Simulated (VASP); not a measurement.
# C (Fmmm) in VASP: further runs, part 2 of 2

VASP 6.6.1. The steps go on from the part before.

## (3) Single point, PBE+D3(BJ)

This run uses another cell than the first one, of 8.94 Å³/atom, 1.020 times its volume.

File INCAR:

```
ALGO = Normal ; EDIFF = 1E-7
ENCUT = 520 ; GGA = PE
ISIF = 2 ; ISMEAR = 0
IVDW = 12 ; LASPH = True
LCHARG = True ; LELF = True
LREAL = False ; LVHAR = True
LWAVE = False ; NBANDS = 11
NELM = 60 ; PREC = Accurate
SIGMA = 0.02
```

File KPOINTS:

```
k-points
0
Gamma
  18 18 18
```

File POSCAR:

```
C
1.0
    0.0000000000      2.1341341543      3.3964014555
    1.2327708360      0.0000000000      3.3964014555
    1.2327708360      2.1341341543      0.0000000000
C
2
Direct
    0.1666910991      0.8333089009      0.1666910991
    0.8333089009      0.1666910991      0.8333089009
```

Potentials or basis: VASP PAW PBE potentials, release 64 (C).

On the command line:

```bash
cat potpaw_PBE.64/C/POTCAR > POTCAR
mpirun -np 1 vasp_std > vasp.out
```

Wall time 3.7 min (1 thread of AMD EPYC 7R13 (Zen 3), shared host); peak memory 0.23 GiB.

Results (log left out):

```yaml
Free_energy: -18.7322 eV
Pressure: 0.5 GPa
Band_gap_on_the_k_mesh: 0.07 eV, indirect (least direct gap 0.14 eV)
Dispersion_energy_per_atom: -0.154 eV
```

Stress tensor (GPa, compression positive):
```
 0.71  0.00  0.00
 0.00  0.71  0.00
 0.00  0.00 -0.06
```

Levels at points of the mesh, in eV from the valence-band top:
| k point | band 1 | band 2 | band 3 | band 4 | band 5 | band 6 | band 7 | band 8 |
| --- | --- | --- | --- | --- | --- | --- | --- | --- |
| (0.00, 0.00, 0.00) | -19.61 | -6.58 | -2.98 | -2.96 | 4.22 | 8.37 | 8.43 | 11.43 |
| (0.50, 0.00, 0.00) | -14.23 | -13.18 | -6.35 | -2.32 | 1.69 | 7.44 | 12.51 | 13.61 |
| (0.50, 0.50, 0.00) | -19.33 | -8.43 | -3.00 | -2.97 | 8.33 | 8.40 | 10.31 | 11.56 |
| (0.50, 0.00, 0.50) | -14.32 | -13.26 | -6.34 | -1.61 | 2.49 | 7.61 | 11.19 | 11.46 |
| (0.00, 0.50, 0.50) | -14.11 | -13.10 | -6.39 | -2.95 | 1.03 | 7.25 | 13.77 | 17.24 |

A k mesh can miss the band edges.

## (4) Single point, PBE+D3(BJ)

This run uses another cell than the first one, of 8.94 Å³/atom, 1.021 times its volume.

File INCAR:

```
ALGO = Normal
EDIFF = 1E-6
ENCUT = 520
GGA = PE
ISIF = 2
ISMEAR = 0
IVDW = 12
LASPH = True
LCHARG = False
LREAL = False
LWAVE = False
NBANDS = 11
NELM = 100
PREC = Accurate
SIGMA = 0.02
```

File KPOINTS:

```
k-points
0
Gamma
  14 14 14
```

File POSCAR:

```
C
1.0
    0.0000000000      2.1345566521      3.3995058141
    1.2324769541      0.0000000000      3.3995058141
    1.2324769541      2.1345566521      0.0000000000
C
2
Direct
    0.1667315844      0.8332684156      0.1667315844
    0.8332684156      0.1667315844      0.8332684156
```

Potentials or basis: VASP PAW PBE potentials, release 64 (C).

On the command line:

```bash
cat potpaw_PBE.64/C/POTCAR > POTCAR
mpirun -np 1 vasp_std > vasp.out
```

OUTCAR:

```text
EDIFF = 1E-6
   ENCUT = 520
   GGA = PE
   ISIF = 2
   ISMEAR = 0
   IVDW = 12
   LASPH = True
   LREAL = False
   NELM = 100
   PREC = Accurate
 IVDW          = 12

 ion  position               nearest neighbor table
   1  0.167  0.833  0.167-   2 1.42   2 1.42   2 1.42
   2  0.833  0.167  0.833-   1 1.42   1 1.42   1 1.42

  LATTYP: Found a face centered orthorhombic cell.
 ALAT       =     2.4649539082
 B/A-ratio  =     1.7319241914
 C/A-ratio  =     2.7582713030
[... 526 lines left out ...]

------------------------ aborting loop because EDIFF is reached ----------------------------------------

 Edisp (eV)   -0.30777

 E8    (eV) :    -0.0871

  FORCE on cell =-STRESS in cart. coord.  units (eV):
  Direction    XX          YY          ZZ          XY          YZ          ZX
  --------------------------------------------------------------------------------------
  -------------------------------------------------------------------------------------
  Total       0.07827     0.07667    -0.00471     0.00000     0.00000     0.00000
  in kB       7.01092     6.86732    -0.42181     0.00000     0.00000     0.00000
  external pressure =        4.49 kB  Pullay stress =        0.00 kB

 VOLUME and BASIS-vectors are now :
 -----------------------------------------------------------------------------
  energy-cutoff  :      520.00
  volume of cell :       17.89
      direct lattice vectors                 reciprocal lattice vectors
     0.000000000  2.134556652  3.399505814    -0.405687099  0.234240679  0.147080201
     1.232476954  0.000000000  3.399505814     0.405687099 -0.234240679  0.147080201
     1.232476954  2.134556652  0.000000000     0.405687099  0.234240679 -0.147080201

 POSITION                                       TOTAL-FORCE (eV/Angst)
 -----------------------------------------------------------------------------------
      1.23248      0.71180      3.39951         0.000000      0.000002      0.000000
      1.23248      3.55732      3.39951         0.000000     -0.000002     -0.000000
 -----------------------------------------------------------------------------------
    total drift:                                0.000000      0.000000      0.000000

  FREE ENERGIE OF THE ION-ELECTRON SYSTEM (eV)
  ---------------------------------------------------
  free  energy   TOTEN  =       -18.7327471374 eV

  energy  without entropy=      -18.7327471374  energy(sigma->0) =      -18.73274714
```

OSZICAR:

```text
N       E                     dE             d eps       ncg     rms          rms(c)
DAV:   1     0.576121914968E+00    0.57612E+00   -0.40736E+03  9608   0.644E+02
DAV:   2    -0.191533237879E+02   -0.19729E+02   -0.18792E+02 12328   0.120E+02
DAV:   3    -0.196123184658E+02   -0.45899E+00   -0.45807E+00 11801   0.146E+01
DAV:   4    -0.196140627791E+02   -0.17443E-02   -0.17442E-02 11037   0.110E+00
DAV:   5    -0.196140695303E+02   -0.67512E-05   -0.67510E-05 11932   0.631E-02    0.632E+00
DAV:   6    -0.187093909014E+02    0.90468E+00   -0.77280E-01 10775   0.506E+00    0.368E+00
DAV:   7    -0.184214549263E+02    0.28794E+00   -0.87600E-01 11135   0.544E+00    0.103E+00
DAV:   8    -0.184250906482E+02   -0.36357E-02   -0.19360E-02 10451   0.883E-01    0.116E-01
DAV:   9    -0.184248936116E+02    0.19704E-03   -0.54569E-04 11548   0.147E-01    0.530E-02
DAV:  10    -0.184249731758E+02   -0.79564E-04   -0.14006E-04 10622   0.812E-02    0.272E-02
DAV:  11    -0.184249726609E+02    0.51485E-06   -0.64376E-06 11550   0.144E-02
   1 F= -.18732747E+02 E0= -.18732747E+02  d E =-.251943E-18
```

stdout:

```text
POSCAR found type information on POSCAR C
 POSCAR found :  1 types and       2 ions
 scaLAPACK will be used
 LDA part: xc-table for (Slater+PW92), standard interpolation
 POSCAR, INCAR and KPOINTS ok, starting setup
 FFT: planning ... GRIDC
 FFT: planning ... GRID_SOFT
 FFT: planning ... GRID
 WAVECAR not read
 entering main loop
```

Wall time 89 s (1 thread of AMD EPYC 7R43 (Zen 3), shared host); peak memory 0.16 GiB.

What came out:

| Quantity | Value |
| --- | --- |
| Free energy | -18.7327 eV |
| Pressure | 0.4 GPa |
| Band gap on the k mesh | 0.41 eV, indirect (least direct gap 0.51 eV) |
| Dispersion energy per atom | -0.154 eV |

Levels at points of the mesh, in eV from the valence-band top:
| k point | band 1 | band 2 | band 3 | band 4 | band 5 | band 6 | band 7 | band 8 |
| --- | --- | --- | --- | --- | --- | --- | --- | --- |
| (0.00, 0.00, 0.00) | -19.70 | -6.68 | -3.06 | -3.06 | 4.12 | 8.27 | 8.35 | 11.35 |
| (0.50, 0.00, 0.00) | -14.31 | -13.28 | -6.44 | -2.41 | 1.60 | 7.35 | 12.41 | 13.50 |
| (0.50, 0.50, 0.00) | -19.42 | -8.52 | -3.09 | -3.05 | 8.26 | 8.30 | 10.20 | 11.48 |
| (0.50, 0.00, 0.50) | -14.41 | -13.35 | -6.43 | -1.71 | 2.40 | 7.53 | 11.09 | 11.36 |
| (0.00, 0.50, 0.50) | -14.21 | -13.19 | -6.47 | -3.04 | 0.95 | 7.17 | 13.67 | 17.12 |

## (5) Overview

| cell | k mesh | gap on the mesh (eV) | pressure (GPa) |
| --- | --- | --- | --- |
| a = 3.956, b = 3.553, c = 2.463 Å, angles 80.0, 62.2, 37.8°, 2 atoms | 18 × 18 × 18 | 0.08 | 1.2 |
| a = 4.011, b = 3.613, c = 2.465 Å, angles 80.2, 62.6, 37.3°, 2 atoms | 18 × 18 × 18 | 0.07 | 0.5 |
| a = 4.014, b = 3.616, c = 2.465 Å, angles 80.2, 62.6, 37.2°, 2 atoms | 14 × 14 × 14 | 0.41 | 0.4 |

Alike in all rows: task single point; level PBE+D3(BJ); potentials or basis VASP PAW PBE potentials, release 64 (C); no spin polarisation; cutoff (eV) 520; smearing gaussian 0.02 eV.

Absolute energies hang on the potentials; compare differences alone.
